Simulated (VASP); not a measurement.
# AlN (P6_3mc) in VASP: further runs, part 2 of 3

VASP 6.6.1.

### Step 3. Electric field gradients, PBEsol (zz strain of +1 %)

The input, INCAR:

```
SYSTEM = AlN
PREC = Accurate
ENCUT = 520
EDIFF = 1E-8
ISMEAR = -1
SIGMA = 0.02
LREAL = .FALSE.
LASPH = .TRUE.
NELM = 120
ALGO = Normal
ISIF = 2
LWAVE = .FALSE.
LCHARG = .FALSE.
GGA = PS
LEFG = .TRUE.
NBANDS = 16
GGA_COMPAT = .FALSE.
```

The input, KPOINTS:

```
regular mesh
0
G
  11 11 6
  0 0 0
```

The input, POSCAR:

```
AlN
1.0
    3.1110021516      0.0000000000      0.0000000000
   -1.5555010758      2.6942068945      0.0000000000
    0.0000000000      0.0000000000      5.0277800000
Al N
2 2
Direct
    0.3333333333      0.6666666667      0.0000000000
    0.6666666667      0.3333333333      0.5000000000
    0.3333333333      0.6666666667      0.3850000000
    0.6666666667      0.3333333333      0.8850000000
```

Potentials or basis: VASP PAW PBE potentials, release 64 (Al, N).

On the command line:

```console
$ cat potpaw_PBE.64/Al/POTCAR potpaw_PBE.64/N/POTCAR > POTCAR
$ mpirun -np 1 vasp_std > vasp.out
```

OUTCAR:

```text
SYSTEM = AlN
   PREC = Accurate
   ENCUT = 520
   EDIFF = 1E-8
   ISMEAR = -1
   LREAL = .FALSE.
   LASPH = .TRUE.
   NELM = 120
   ISIF = 2
   GGA = PS

 ion  position               nearest neighbor table
   1  0.333  0.667  0.000-   4 1.89   4 1.89   4 1.89   3 1.94   2 3.09   2 3.09   2 3.09   2 3.09
                             2 3.09   2 3.09
   2  0.667  0.333  0.500-   3 1.89   3 1.89   3 1.89   4 1.94   1 3.09   1 3.09   1 3.09   1 3.09
                             1 3.09   1 3.09
   3  0.333  0.667  0.385-   2 1.89   2 1.89   2 1.89   1 1.94
   4  0.667  0.333  0.885-   1 1.89   1 1.89   1 1.89   2 1.94

  LATTYP: Found a hexagonal cell.
 ALAT       =     3.1110021516
 C/A-ratio  =     1.6161287440

  Lattice vectors:

 A1 = (   3.1110021516,   0.0000000000,   0.0000000000)
 A2 = (  -1.5555010758,   2.6942068945,   0.0000000000)
 A3 = (   0.0000000000,   0.0000000000,   5.0277800000)

Analysis of symmetry for initial positions (statically):
=====================================================================
 Subroutine PRICEL returns:
 Original cell was already a primitive cell.

 Routine SETGRP: Setting up the symmetry group for a
 hexagonal supercell.

 Subroutine GETGRP returns: Found 12 space group operations
 (whereof  6 operations were pure point group operations)
 out of a pool of 24 trial point group operations.

The static configuration has the point symmetry C_3v.
 The point group associated with its full space group is C_6v.

Analysis of symmetry for dynamics (positions and initial velocities):
=====================================================================
 Subroutine PRICEL returns:
 Original cell was already a primitive cell.

 Routine SETGRP: Setting up the symmetry group for a
 hexagonal supercell.

 Subroutine GETGRP returns: Found 12 space group operations
 (whereof  6 operations were pure point group operations)
 out of a pool of 24 trial point group operations.

The dynamic configuration has the point symmetry C_3v.
 The point group associated with its full space group is C_6v.

 Subroutine INISYM returns: Found 12 space group operations
 (whereof  6 operations are pure point group operations),
 and found     1 'primitive' translations

----------------------------------------------------------------------------------------

                                     Primitive cell

  volume of cell :      42.1413

  direct lattice vectors                    reciprocal lattice vectors
     3.111002152  0.000000000  0.000000000     0.321439829  0.185583372  0.000000000
    -1.555501076  2.694206895  0.000000000     0.000000000  0.371166744  0.000000000
     0.000000000  0.000000000  5.027780000     0.000000000  0.000000000  0.198894940

  length of vectors
     3.111002152  3.111002152  5.027780000     0.371166744  0.371166744  0.198894940

  position of ions in fractional coordinates (direct lattice)
     0.333333333  0.666666667  0.000000000
     0.666666667  0.333333333  0.500000000
     0.333333333  0.666666667  0.385000000
     0.666666667  0.333333333  0.885000000

  ion indices of the primitive-cell ions
   primitive index   ion index
                 1           1
                 2           2
                 3           3
[... 87 lines left out ...]
   EFERMI =   0.00;   METHOD = LEGACY
   ISMEAR =    -1;   SIGMA  =   0.02  broadening in eV -4-tet -1-fermi 0-gaus
   EFERMI_NEDOS =   21; number of points for ismear=-14 and -15
   IALGO  =     38    algorithm
   IMIX   =      4    mixing-type and parameters
     AMIX     =   0.40;   BMIX     =  1.00
     AMIX_MAG =   1.60;   BMIX_MAG =  1.00
  volume/ion in A,a.u.               =      10.54        71.10
  Fermi-wavevector in a.u.,A,eV,Ry     =   1.185438  2.240154 19.119780  1.405264
  Thomas-Fermi vector in A             =   2.321632
   LORBIT       =      0    0 simple, 1 ext, 2 COOP (PROOUT), +10 PAW based schemes
   GGA     = PS    functional components
   LHFCALC =     F    Hartree Fock is set to
   AEXX    =    0.0000 exact exchange contribution
   IVDW    =     0    specifies the selected vdW correction
   LEPSILON=     F    determine dielectric tensor
   LRPA    =     F    only Hartree local field effects (RPA)
 non-spin polarized calculation
  energy-cutoff  :      520.00
  volume of cell :       42.14
 maximum number of plane-waves:      1146
 NGX is ok and might be reduce to    24
   NGX = 11   NGY = 11   NGZ = 19

 number of electron      15.9999998 magnetization

 Free energy of the ion-electron system (eV)
  ---------------------------------------------------
  ext. energy  EPLUGINS =         0.00000000
  ---------------------------------------------------
  free energy    TOTEN  =       -31.30224102 eV

  energy without entropy =      -31.30224102  energy(sigma->0) =      -31.30224102

 E-fermi :   6.3697     XC(G=0): -11.0686

 val. band max:        5.9977476883   @ k =   0.0000   0.0000   0.0000
 cond. band min:      10.0245217582   @ k =   0.0000   0.0000   0.0000
 fundamental gap:      4.0267740699
 Fermi energy:         6.3696759051

 k-point     1 :       0.0000    0.0000    0.0000
  band No.  band energies     occupation
      1      -9.1367      2.00000
      2      -7.0240      2.00000
      3      -0.0436      2.00000
      4       5.1233      2.00000
      5       5.1233      2.00000
      6       5.7488      2.00000
[... 433 lines left out ...]
      3       1.0030      2.00000
      4       2.9322      2.00000
      5       3.3278      2.00000
      6       4.4698      2.00000
[... 8 lines left out ...]
     15      18.2188      0.00000
     16      19.3185      0.00000

 [... further k-points ...]
[... 5 lines left out ...]
  --------------------------------------------------------------------------------------
  -------------------------------------------------------------------------------------
  Total        0.1443359      0.1443359     -1.2941215      0.0000000     -0.0000000      0.0000000
  in kB        5.4875347      5.4875347    -49.2014722      0.0000000     -0.0000000      0.0000000
  external PRESSURE =     -12.7421343 kB  Pullay stress =       0.0000000 kB

 VOLUME and BASIS-vectors are now :
 -----------------------------------------------------------------------------
  energy-cutoff  :      520.00
  volume of cell :       42.14
      direct lattice vectors                 reciprocal lattice vectors
     3.111002152  0.000000000  0.000000000     0.321439829  0.185583372  0.000000000
    -1.555501076  2.694206895  0.000000000     0.000000000  0.371166744  0.000000000
     0.000000000  0.000000000  5.027780000     0.000000000  0.000000000  0.198894940

 POSITION                                       TOTAL-FORCE (eV/Angst)
 -----------------------------------------------------------------------------------
     -0.00000      1.79614      0.00000         0.000000     -0.000000      0.280280
      1.55550      0.89807      2.51389        -0.000000      0.000000      0.280280
     -0.00000      1.79614      1.93570         0.000000     -0.000000     -0.280280
      1.55550      0.89807      4.44959        -0.000000      0.000000     -0.280280
 -----------------------------------------------------------------------------------
    total drift:                               -0.000000      0.000000      0.000962

  FREE ENERGIE OF THE ION-ELECTRON SYSTEM (eV)
  ---------------------------------------------------
  free  energy   TOTEN  =       -31.3022410181 eV

  energy  without entropy=      -31.3022410181  energy(sigma->0) =      -31.30224102

 Electric field gradients (V/A^2)
---------------------------------------------------------------------
 ion       V_xx      V_yy      V_zz      V_xy      V_xz      V_yz
---------------------------------------------------------------------
   1      -5.344    -5.344    10.689     0.000     0.000    -0.000
   2      -5.344    -5.344    10.689     0.000    -0.000     0.000
   3      -1.290    -1.290     2.580    -0.000     0.000    -0.000
   4      -1.290    -1.290     2.580    -0.000    -0.000     0.000
---------------------------------------------------------------------

 Electric field gradients after diagonalization (V/A^2)
 (convention: |V_zz| > |V_xx| > |V_yy|)
----------------------------------------------------------------------
 ion       V_xx      V_yy      V_zz     asymmetry (V_yy - V_xx)/ V_zz
----------------------------------------------------------------------
   1      -5.344    -5.344    10.689       0.000
   2      -5.344    -5.344    10.689       0.000
   3      -1.290    -1.290     2.580       0.000
   4      -1.290    -1.290     2.580       0.000
----------------------------------------------------------------------

           NMR quadrupolar parameters

 Cq : quadrupolar parameter    Cq=e*Q*V_zz/h
 eta: asymmetry parameters     (V_yy - V_xx)/ V_zz
 Q  : nuclear electric quadrupole moment in mb (millibarn)
----------------------------------------------------------------------
 ion       Cq(MHz)       eta       Q (mb)
----------------------------------------------------------------------
   1       0.026       0.000       1.000
   2       0.026       0.000       1.000
   3       0.006       0.000       1.000
   4       0.006       0.000       1.000
----------------------------------------------------------------------
```

Wall time 29 s (1 thread of Intel Xeon 8259CL, shared host); peak memory 0.17 GiB.

What came out:

```
Free energy                             : -31.3022 eV
Pressure                                : -1.3 GPa
Largest force                           : 0.280 eV/Å
Band gap on the k mesh                  : 4.03 eV
Largest electric field gradient by atom : Al +10.7; N +2.6 V/Å²
```

Forces in eV/Å, atoms in the order of the input:
```
Al   0.000  0.000  0.280
Al   0.000  0.000  0.280
N    0.000  0.000 -0.280
N    0.000  0.000 -0.280
```

Stress tensor (GPa, compression positive):
```
 0.55  0.00  0.00
 0.00  0.55  0.00
 0.00  0.00 -4.92
```

Electric field gradients, principal values (V/Å²):
```
atom   least  middle  greatest (by size)
1 Al  -5.344  -5.344              10.689
2 Al  -5.344  -5.344              10.689
 3 N  -1.290  -1.290               2.580
 4 N  -1.290  -1.290               2.580
```

Caveat: the cell differs from its parent crystal (zz strain of +1 %); the stress differs along the axes, from -5 to 1 GPa; without QUAD_EFG the Cq values of the log hold for a quadrupole moment of 1 mb, not for the nuclei; the PAW data sets were made with another functional, which shifts forces and pressure a little. A k mesh can miss the band edges.

(Continued in part 3 of 3.)
